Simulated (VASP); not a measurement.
Here is a VASP 6.6.1 calculation.

The input INCAR:

```
SYSTEM = AlN
ALGO = Normal ; EDIFF = 1E-6
ENCUT = 520 ; GGA = PS
ISIF = 2 ; ISMEAR = 0
LASPH = .TRUE. ; LCHARG = .FALSE.
LREAL = .FALSE. ; LWAVE = .FALSE.
NBANDS = 16 ; NELM = 60
PREC = Accurate ; SIGMA = 0.05
```

The input KPOINTS:

```
k-points
0
G
  12 12 6
  0 0 0
```

File POSCAR:

```
AlN
1.0
    3.2085435845      0.0000000000      0.0000000000
   -1.6042717922      2.7786802533      0.0000000000
    0.0000000000      0.0000000000      4.4622764994
Al N
2 2
Direct
    0.3333333333      0.6666666667      0.7500000000
    0.6666666667      0.3333333333      0.2500000000
    0.3333333333      0.6666666667      0.2500000000
    0.6666666667      0.3333333333      0.7500000000
```

Potentials or basis: VASP PAW PBE potentials, release 64 (Al, N).

Run with:

```console
$ cat potpaw_PBE.64/Al/POTCAR potpaw_PBE.64/N/POTCAR > POTCAR
$ mpirun -np 1 vasp_std > vasp.out
```

(1) Predict the band gap on the k mesh.

(2) Estimate the pressure.

Results:

(1) 2.99 eV, direct.

(2) 2.2 GPa.

Caveat: the PAW data sets were made with another functional, which shifts forces and pressure a little.
